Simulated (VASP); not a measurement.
A run of VASP 6.6.1 is set up as follows.

File INCAR:

```
PREC = Accurate
ENCUT = 500
EDIFF = 1E-6
ISMEAR = -1
SIGMA = 0.1
LREAL = False
LASPH = True
NELM = 120
ALGO = Normal
ISIF = 2
LWAVE = False
LCHARG = False
GGA = PE
NBANDS = 12
GGA_COMPAT = False
```

The input KPOINTS:

```
Automatic mesh
0
Gamma
  14 14 14
```

File POSCAR:

```
Nb
1.0
   -1.6724430000      1.6724430000      1.6724430000
    1.6724430000     -1.6724430000      1.6724430000
    1.6724430000      1.6724430000     -1.6724430000
Nb
1
Direct
    0.0000000000      0.0000000000      0.0000000000
```

Potentials or basis: VASP PAW PBE potentials, release 64 (Nb_sv).

Launch:

```sh
$ cat potpaw_PBE.64/Nb_sv/POTCAR > POTCAR
$ mpirun -np 1 vasp_std > vasp.out
```

(1) What does it give for the pressure?

Answers

(1) -4.9 GPa.
